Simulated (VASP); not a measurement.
Set up this calculation in VASP 6.6.1, as the native input.

| Quantity | Value |
| --- | --- |
| Task | single point |
| Functional | LDA |
| Potentials or basis | VASP PAW LDA potentials, release 64 (Zr_sv) |
| Cutoff | 520 eV |
| k mesh | 13 × 13 × 7 |
| Occupations | fermi-dirac, width 0.03 eV |
| Spin | no spin polarisation |
| Dipole correction | no |
| Further INCAR settings | ALGO = Normal; EDIFF = 1e-06; NBANDS = 19 |

The structure of Zr lies in POSCAR:

```
Zr
1.0
    3.2319982225      0.0000000000      0.0000000000
   -1.6159991112      2.7989925656      0.0000000000
    0.0000000000      0.0000000000      5.1984700000
Zr
2
Direct
    0.3333333333      0.6666666667      0.2500000000
    0.6666666667      0.3333333333      0.7500000000
```

This cell differs from its parent crystal: zz strain of +1 %.

The input as run:

INCAR

```
SYSTEM = Zr
  PREC = Accurate
  ENCUT = 520
  EDIFF = 1E-6
  ISMEAR = -1
  SIGMA = 0.03
  LREAL = .False.
  LASPH = .True.
  NELM = 60
  ALGO = Normal
  ISIF = 2
  LWAVE = .False.
  LCHARG = .False.
  NBANDS = 19
```

KPOINTS

```
regular mesh
0
Gamma
  13 13 7
  0 0 0
```

Potentials or basis: VASP PAW LDA potentials, release 64 (Zr_sv).

Command:

```sh
$ cat potpaw_LDA.64/Zr_sv/POTCAR > POTCAR
$ mpirun -np 1 vasp_std > vasp.out
```

It gave:

```
Pressure               : -6.9 GPa
Band gap on the k mesh : zero (band 12 reaches 9.52 eV, above the bottom of band 13 at 8.47 eV)
```

Caveat: the cell differs from its parent crystal (zz strain of +1 %).

Run time: 78 s on 1 thread of Intel Xeon 8259CL, on a shared host, peak memory 0.18 GiB.
